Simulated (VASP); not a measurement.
# GaSb (I-4m2) in VASP: a series of runs

Aim: see how the results for GaSb move with the level of theory and the settings. Levels: BLYP+D3(BJ), PBEsol. Tasks: relaxation of cell and atoms.

Program: VASP 6.6.1. These are calculated values, not measurements. Logs are shortened: lines on timing, memory, paths and dates and some standing lists are left out, and cuts for length are marked.

## 1. The cell of the first run

Symmetry: I-4m2, No. 119, tetragonal system. The conventional cell has a = 5.507 Å, b = 5.507 Å, c = 3.181 Å, α = 90.00°, β = 90.00°, γ = 90.00°. Ga (site symmetry -4m2) has 8 Sb at 2.87 to 3.64 Å and 2 Ga at 3.18 Å within 3.8 Å. Sb (site symmetry -4m2) has 8 Ga at 2.87 to 3.64 Å and 2 Sb at 3.18 Å within 3.8 Å.

## 2. Relaxation of cell and atoms, BLYP+D3(BJ)

The input, INCAR:

```
PREC = Accurate
ENCUT = 600
EDIFF = 1E-6
ISMEAR = -1
SIGMA = 0.05
LREAL = False
LASPH = True
NELM = 80
ALGO = Normal
ISIF = 3
LWAVE = False
LCHARG = False
GGA = B5
ALDAX = 1.0
AGGAX = 1.0
AGGAC = 1.0
ALDAC = 0.0
IVDW = 12
VDW_S6 = 1.0
VDW_S8 = 2.6996
VDW_A1 = 0.4298
VDW_A2 = 4.2359
IBRION = 2
NSW = 80
EDIFFG = -0.01
```

The input, KPOINTS:

```
Automatic mesh
0
Gamma
  8 8 8
```

The input, POSCAR:

```
GaSb
1.0
   -2.7534340000      2.7534340000      1.5907070000
    2.7534340000     -2.7534340000      1.5907070000
    2.7534340000      2.7534340000     -1.5907070000
Ga Sb
1 1
Direct
    0.2500000000      0.7500000000      0.5000000000
    0.0000000000      0.0000000000      0.0000000000
```

Potentials or basis: VASP PAW PBE potentials, release 64 (Ga_d, Sb).

Launch:

```console
$ cat potpaw_PBE.64/Ga_d/POTCAR potpaw_PBE.64/Sb/POTCAR > POTCAR
$ mpirun -np 1 vasp_std > vasp.out
```

OUTCAR:

```text
PREC = Accurate
   ENCUT = 600
   EDIFF = 1E-6
   ISMEAR = -1
   LREAL = False
   LASPH = True
   NELM = 80
   ISIF = 3
   GGA = B5
   IVDW = 12
   IBRION = 2
   NSW = 80
   EDIFFG = -0.01
 IVDW          = 12

 ion  position               nearest neighbor table
   1  0.250  0.750  0.500-   2 2.87   2 2.87   2 2.87   2 2.87
   2  0.000  0.000  0.000-   1 2.87   1 2.87   1 2.87   1 2.87

  LATTYP: Found a body centered tetragonal cell.
 ALAT       =     5.5068680000
 C/A-ratio  =     0.5777174975

  Lattice vectors:

 A1 = (  -2.7534340000,   2.7534340000,   1.5907070000)
 A2 = (   2.7534340000,  -2.7534340000,   1.5907070000)
 A3 = (   2.7534340000,   2.7534340000,  -1.5907070000)

Analysis of symmetry for initial positions (statically):
=====================================================================
 Subroutine PRICEL returns:
 Original cell was already a primitive cell.

 Routine SETGRP: Setting up the symmetry group for a
 body centered tetragonal supercell.

 Subroutine GETGRP returns: Found  8 space group operations
 (whereof  8 operations were pure point group operations)
 out of a pool of 16 trial point group operations.

The static configuration has the point symmetry D_2d.

Analysis of symmetry for dynamics (positions and initial velocities):
=====================================================================
 Subroutine PRICEL returns:
 Original cell was already a primitive cell.

 Routine SETGRP: Setting up the symmetry group for a
 body centered tetragonal supercell.

 Subroutine GETGRP returns: Found  8 space group operations
 (whereof  8 operations were pure point group operations)
 out of a pool of 16 trial point group operations.

The dynamic configuration has the point symmetry D_2d.

 Subroutine INISYM returns: Found  8 space group operations
 (whereof  8 operations are pure point group operations),
 and found     1 'primitive' translations

----------------------------------------------------------------------------------------

                                     Primitive cell

  volume of cell :      48.2391

  direct lattice vectors                    reciprocal lattice vectors
    -2.753434000  2.753434000  1.590707000     0.000000000  0.181591424  0.314325643
     2.753434000 -2.753434000  1.590707000     0.181591424  0.000000000  0.314325643
     2.753434000  2.753434000 -1.590707000     0.181591424  0.181591424  0.000000000

  length of vectors
     4.206322187  4.206322187  4.206322187     0.363009717  0.363009717  0.256809054

  position of ions in fractional coordinates (direct lattice)
     0.250000000  0.750000000  0.500000000
     0.000000000  0.000000000  0.000000000

  ion indices of the primitive-cell ions
   primitive index   ion index
                 1           1
[... 72 lines left out ...]
   NELM   =     80;   NELMIN=  2; NELMDL= -5     # of ELM steps
   EDIFF  = 0.1E-05   stopping-criterion for ELM
   LREAL  =      F    real-space projection
   EDIFFG = -.1E-01   stopping-criterion for IOM
   NSW    =     80    number of steps for IOM
   IBRION =      2    ionic relax: 0-MD 1-quasi-New 2-CG
   NFREE  =      1    steps in history (QN), initial steepest desc. (CG)
   ISIF   =      3    stress and relaxation
   ISYM   =      2    0-nonsym 1-usesym 2-fastsym
   POTIM  = 0.5000    time-step for ionic-motion
   TEBEG  =    0.0;   TEEND  =   0.0 temperature during run
   PSTRESS=    0.0 pullay stress
   NELECT =      18.0000    total number of electrons
   NUPDOWN=      -1.0000    fix difference up-down
   EMIN   =  10.00;   EMAX   =-10.00  energy-range for DOS
   EFERMI =   0.00;   METHOD = LEGACY
   ISMEAR =    -1;   SIGMA  =   0.05  broadening in eV -4-tet -1-fermi 0-gaus
   EFERMI_NEDOS =   21; number of points for ismear=-14 and -15
   IALGO  =     38    algorithm
   IMIX   =      4    mixing-type and parameters
     AMIX     =   0.40;   BMIX     =  1.00
     AMIX_MAG =   1.60;   BMIX_MAG =  1.00
  volume/ion in A,a.u.               =      24.12       162.77
  Fermi-wavevector in a.u.,A,eV,Ry     =   1.178598  2.227228 18.899772  1.389094
  Thomas-Fermi vector in A             =   2.314924
   LORBIT       =      0    0 simple, 1 ext, 2 COOP (PROOUT), +10 PAW based schemes
   GGA     = B5    functional components
   LHFCALC =     F    Hartree Fock is set to
   AEXX    =    0.0000 exact exchange contribution
   IVDW    =    12    specifies the selected vdW correction
   LEPSILON=     F    determine dielectric tensor
   LRPA    =     F    only Hartree local field effects (RPA)
 conjugate gradient relaxation of ions
 non-spin polarized calculation
  energy-cutoff  :      600.00
  volume of cell :       48.24
 maximum number of plane-waves:      1631
 NGX is ok and might be reduce to    36
   NGX = 17   NGY = 17   NGZ = 17

--------------------------------------- Ionic step        1  -------------------------------------------

 number of electron      18.0000003 magnetization

 Free energy of the ion-electron system (eV)
  ---------------------------------------------------
  ext. energy  EPLUGINS =         0.00000000
  ---------------------------------------------------
  free energy    TOTEN  =        -5.40237683 eV

  energy without entropy =       -5.39718002  energy(sigma->0) =       -5.39977842

------------------------ aborting loop because EDIFF is reached ----------------------------------------

 Edisp (eV)   -1.86004

 E8    (eV) :    -1.4106
[... 151 lines left out ...]
--------------------------------------- Ionic step        5  -------------------------------------------

 number of electron      18.0000007 magnetization

 Free energy of the ion-electron system (eV)
  ---------------------------------------------------
  ext. energy  EPLUGINS =         0.00000000
  ---------------------------------------------------
  free energy    TOTEN  =        -5.37674270 eV

  energy without entropy =       -5.37240148  energy(sigma->0) =       -5.37457209

 E-fermi :   7.1957     XC(G=0):  -9.6688

 val. band max:        7.0503646172   @ k =   0.2500  -0.0000   0.0000
 cond. band min:       7.2519803877   @ k =   0.5000   0.5000   0.0000
 fundamental gap:      0.2016157705
 Fermi energy:         7.1956573905

 k-point     1 :       0.0000    0.0000    0.0000
  band No.  band energies     occupation
      1      -7.8853      2.00000
      2      -7.7985      2.00000
      3      -7.7885      2.00000
      4      -7.7748      2.00000
      5      -7.7748      2.00000
      6      -4.8349      2.00000
      7       4.2680      2.00000
      8       5.3608      2.00000
      9       5.3608      2.00000
     10      11.0585      0.00000
     11      12.0085      0.00000
     12      14.3415      0.00000
     13      14.3415      0.00000
[... 354 lines left out ...]
  band No.  band energies     occupation
      1      -7.8379      2.00000
      2      -7.8273      2.00000
      3      -7.8083      2.00000
      4      -7.7660      2.00000
      5      -7.7519      2.00000
      6      -1.1311      2.00000
      7       1.6457      2.00000
      8       3.3903      2.00000
      9       4.8718      2.00000
     10       8.2543      0.00000
     11      10.4910      0.00000
     12      11.3828      0.00000
     13      12.2171      0.00000

 [... further k-points ...]

------------------------ aborting loop because EDIFF is reached ----------------------------------------

 Edisp (eV)   -1.88967

 E8    (eV) :    -1.4330
[... 25 lines left out ...]
  FREE ENERGIE OF THE ION-ELECTRON SYSTEM (eV)
  ---------------------------------------------------
  free  energy   TOTEN  =        -7.2664089482 eV

  energy  without entropy=       -7.2620677269  energy(sigma->0) =       -7.26423834

 reached required accuracy - stopping structural energy minimisation
```

CONTCAR:

```text
GaSb
   1.00000000000000
    -2.7274220856409985    2.7274220856409985    1.5959284609978726
     2.7274220856409985   -2.7274220856409985    1.5959284609978726
     2.7274220856409985    2.7274220856409985   -1.5959284609978726
  Ga              Sb
     1     1
Direct
     0.2500000000000000    0.7500000000000000    0.5000000000000000
     0.0000000000000000    0.0000000000000000    0.0000000000000000

  0.00000000E+00  0.00000000E+00  0.00000000E+00
  0.00000000E+00  0.00000000E+00  0.00000000E+00
```

It took 2.9 min on 1 thread of Intel Xeon Platinum 8375C at 2.90GHz (Ice Lake), shared host; peak memory 0.24 GiB.

What came out:

```
Free energy                            : -7.2664 eV
Relaxed volume                         : 23.74 Å³/atom
Relaxed cell                           : a = 4.174 Å, b = 4.174 Å, c = 4.174 Å, α = 98.41°, β = 98.41°, γ = 135.04°
Space group after relaxing (to 0.05 Å) : I-4m2 (No. 119)
Energy gained by relaxing              : 2.0 meV/atom
Ionic steps                            : 5
Pressure after relaxing                : 0.0 GPa
Band gap on the k mesh                 : zero (band 9 reaches 8.99 eV, above the bottom of band 10 at 5.18 eV)
Dispersion energy per atom             : -0.945 eV
```

Step by step:
| step | energy change (eV) | largest force (eV/Å) | pressure (GPa) | volume (Å³) |
| --- | --- | --- | --- | --- |
| 1 | 0.0000 | 0.0000 | -0.94 | 48.24 |
| 2 | -0.0037 | 0.0000 | 0.30 | 47.26 |
| 3 | -0.0038 | 0.0000 | 0.12 | 47.40 |
| 4 | -0.0038 | 0.0000 | 0.17 | 47.38 |
| 5 | -0.0040 | 0.0000 | 0.02 | 47.49 |

Final structure:
```cif
data_structure
_symmetry_space_group_name_H-M 'P 1'
_symmetry_Int_Tables_number 1
_cell_length_a 4.1743
_cell_length_b 4.1743
_cell_length_c 4.1743
_cell_angle_alpha 98.405
_cell_angle_beta 98.405
_cell_angle_gamma 135.045
_cell_volume 47.49
loop_
_atom_site_label
_atom_site_type_symbol
_atom_site_fract_x
_atom_site_fract_y
_atom_site_fract_z
_atom_site_occupancy
Ga1 Ga 0.25000 0.75000 0.50000 1
Sb1 Sb 0.00000 0.00000 0.00000 1
```

Caveat: the PAW data sets were made with another functional, which shifts forces and pressure a little; spin-orbit coupling is left out, which moves the levels of the heavy elements; pairwise dispersion overbinds metals, which lowers pressure and volume.

## 3. Relaxation of cell and atoms, PBEsol

The input, INCAR:

```
SYSTEM = GaSb
PREC = Accurate ; ENCUT = 600
EDIFF = 1E-6 ; ISMEAR = -1
SIGMA = 0.05 ; LREAL = .FALSE.
LASPH = .TRUE. ; NELM = 100
ALGO = Normal ; ISIF = 3
LWAVE = .FALSE. ; LCHARG = .FALSE.
GGA = PS ; IBRION = 2
NSW = 80 ; EDIFFG = -0.01
```

The input, KPOINTS:

```
Automatic mesh
0
G
  8 8 8
  0 0 0
```

POSCAR is that of step 2.

Potentials or basis: VASP PAW PBE potentials, release 64 (Ga_d, Sb).

Launch:

```console
$ cat potpaw_PBE.64/Ga_d/POTCAR potpaw_PBE.64/Sb/POTCAR > POTCAR
$ mpirun -np 1 vasp_std > vasp.out
```

Run time: 2.8 min. Hardware: 1 thread of Intel Xeon Platinum 8375C at 2.90GHz (Ice Lake), shared host; peak memory 0.24 GiB.

The run converged. Its results:

```yaml
Free_energy: -7.9005 eV
Relaxed_volume: 22.96 Å³/atom
Relaxed_cell: a = 4.134 Å, b = 4.134 Å, c = 4.134 Å, α = 98.29°, β = 98.29°, γ = 135.36°
Space_group_after_relaxing_to_0.05_Å: I-4m2 (No. 119)
Energy_gained_by_relaxing: 10.9 meV/atom
Ionic_steps: 7
Pressure_after_relaxing: 0.0 GPa
Band_gap_on_the_k_mesh: zero (band 9 reaches 8.76 eV, above the bottom of band 10 at 4.81 eV)
```

The path:
```
step  energy change (eV)  largest force (eV/Å)  pressure (GPa)  volume (Å³)
   1              0.0000                0.0000           -2.86        48.24
   2             -0.0202                0.0000            0.80        45.29
   3             -0.0219                0.0000           -0.04        45.91
   4             -0.0218                0.0000            0.07        45.87
   5             -0.0219                0.0000           -0.04        45.93
   6             -0.0219                0.0000           -0.08        45.93
   7             -0.0219                0.0000           -0.02        45.93
```

Final structure:
```
Ga Sb
1.0
    -2.70428    2.70428    1.57006
     2.70428   -2.70428    1.57006
     2.70428    2.70428   -1.57006
Ga Sb
1 1
Direct
  0.25000 0.75000 0.50000
  0.00000 0.00000 0.00000
```

Levels at points of the mesh, in eV from the Fermi level:
| k point | band 7 | band 8 | band 9 | band 10 | band 11 | band 12 |
| --- | --- | --- | --- | --- | --- | --- |
| (0.00, 0.00, 0.00) | -2.72 | -1.93 | -1.93 | 3.36 | 5.27 | 7.42 |
| (0.50, 0.00, 0.00) | -5.84 | -2.42 | -1.58 | -1.20 | 2.33 | 3.44 |
| (0.50, 0.50, 0.00) | -8.32 | 0.08 | 1.82 | 2.35 | 2.49 | 4.72 |
| (0.50, 0.50, 0.50) | -6.03 | -5.23 | -5.23 | 3.51 | 4.94 | 10.97 |

Caveat: the PAW data sets were made with another functional, which shifts forces and pressure a little; spin-orbit coupling is left out, which moves the levels of the heavy elements.
